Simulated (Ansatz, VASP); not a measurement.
InPd: VASP beside Ansatz

```
In Pd
1.0
     3.27188    0.00000    0.00000
     0.00000    3.27188    0.00000
     0.00000    0.00000    3.27188
In Pd
1 1
Direct
  0.00000 0.00000 0.00000
  0.50000 0.50000 0.50000
```

Alike in both runs: task single point; functional LDA; k mesh 6 × 6 × 6; occupations gaussian, width 0.1 eV; no spin polarisation.

```csv
,VASP,Ansatz
version,VASP 6.6.1,Ansatz 0.2.0
potentials or method,"VASP PAW LDA potentials, release 64 (In_d, Pd), cutoff 500 eV","scalar-relativistic, plane waves, PAW"
valence electrons in the cell,23,31
```

Ansatz gave:

| Item | Value |
| --- | --- |
| gap on the k mesh at the Fermi level (eV) | none |
| pressure (GPa) | -6.8 |

Q: Estimate VASP's values.

A: gap on the k mesh at the Fermi level (eV): none; pressure (GPa): -6.4.

LDA's correlation is that of Perdew and Zunger in VASP and of Perdew and Wang (1992) in Ansatz. A gap of «none» marks a metal or a gap that the smearing closes. VASP's potentials hold 23 valence electrons a cell and Ansatz's 31, so a difference there can come from the potentials and not from the codes.
